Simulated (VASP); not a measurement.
Here is a VASP 6.6.1 calculation.

INCAR

```
SYSTEM = Ni
  PREC = Accurate
  ENCUT = 520
  EDIFF = 1E-6
  ISMEAR = -1
  SIGMA = 0.05
  LREAL = .False.
  LASPH = .True.
  NELM = 150
  ALGO = Normal
  ISIF = 2
  LWAVE = .False.
  LCHARG = .False.
  ISPIN = 2
  MAGMOM = -0.58 -0.58
  LORBIT = 11
  LMAXMIX = 4
  GGA = B5
  ALDAX = 1.0
  AGGAX = 1.0
  AGGAC = 1.0
  ALDAC = 0.0
  NBANDS = 21
```

The input KPOINTS:

```
regular mesh
0
Gamma
  12 12 12
  0 0 0
```

Contents of POSCAR:

```
Ni
1.0
    2.7216805580      0.0000000000      0.0000000000
    0.0000000000      2.7216805580      0.0000000000
    0.0000000000      0.0000000000      2.7216805580
Ni
2
Direct
    0.0000000000      0.0000000000      0.0000000000
    0.5000000000      0.5000000000      0.5000000000
```

Potentials or basis: VASP PAW PBE potentials, release 64 (Ni).

The run is started by

```bash
$ cat potpaw_PBE.64/Ni/POTCAR > POTCAR
$ mpirun -np 1 vasp_std > vasp.out
```

Problem. Estimate the site moments.

Solution. Ni -0.45 μB.

Problem. What does it give for the pressure?

Solution. 30.8 GPa.

Problem. Predict the net moment.

Solution. -0.89 μB per cell.

Caveat: the cell stands under pressure; the PAW data sets were made with another functional, which shifts forces and pressure a little.
